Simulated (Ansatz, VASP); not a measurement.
Se in VASP and in Ansatz

INCAR

```
  PREC = Accurate
  ENCUT = 520
  EDIFF = 1E-7
  ISMEAR = -1
  SIGMA = 0.1
  LREAL = F
  LASPH = T
  NELM = 80
  ALGO = Normal
  ISIF = 2
  LWAVE = F
  LCHARG = F
  GGA = PE
  NBANDS = 13
```

Contents of KPOINTS:

```
Automatic mesh
0
Gamma
  11 11 11
```

The input POSCAR:

```
Se
1.0
    0.0000000000      2.9387735327      2.9387735327
    2.9387735327      0.0000000000      2.9387735327
    2.9387735327      2.9387735327      0.0000000000
Se
2
Direct
   -0.1250000000     -0.1250000000     -0.1250000000
    0.1250000000      0.1250000000      0.1250000000
```

Input for Ansatz:

```yaml
crystal:
  lattice:
    - [0.0, 2.9387735327, 2.9387735327]
    - [2.9387735327, 0.0, 2.9387735327]
    - [2.9387735327, 2.9387735327, 0.0]
  atoms:
    - { symbol: Se, position: [-0.125, -0.125, -0.125] }
    - { symbol: Se, position: [0.125, 0.125, 0.125] }
kpoints:
  mp_grid: { grid: [11, 11, 11] }
scf:
  occupations: { method: fermi_dirac, width: 0.1 }
hamiltonian:
  xc: pbe
  pseudopotentials: { kind: all_electron, lapw: { basis_error: 0.001 } }
output:
  forces: true
  stress: true
  eigenvalues: true
  populations: true
```

Change from the starting cell: volume scaled by 0.8, LAPW.

Alike in both runs: task single point; functional PBE; k mesh 11 × 11 × 11; occupations fermi-dirac, width 0.1 eV; no spin polarisation.

|  | VASP | Ansatz |
| --- | --- | --- |
| version | VASP 6.6.1 | Ansatz 0.2.0 |
| potentials or method | VASP PAW PBE potentials, release 64 (Se), cutoff 520 eV | all-electron LAPW, scalar-relativistic |

|  | VASP | Ansatz | Ansatz less VASP |
| --- | --- | --- | --- |
| pressure (GPa) | 13.7 | 13.6 | -0.10 |

Ansatz ran all-electron here, and VASP with PAW potentials.
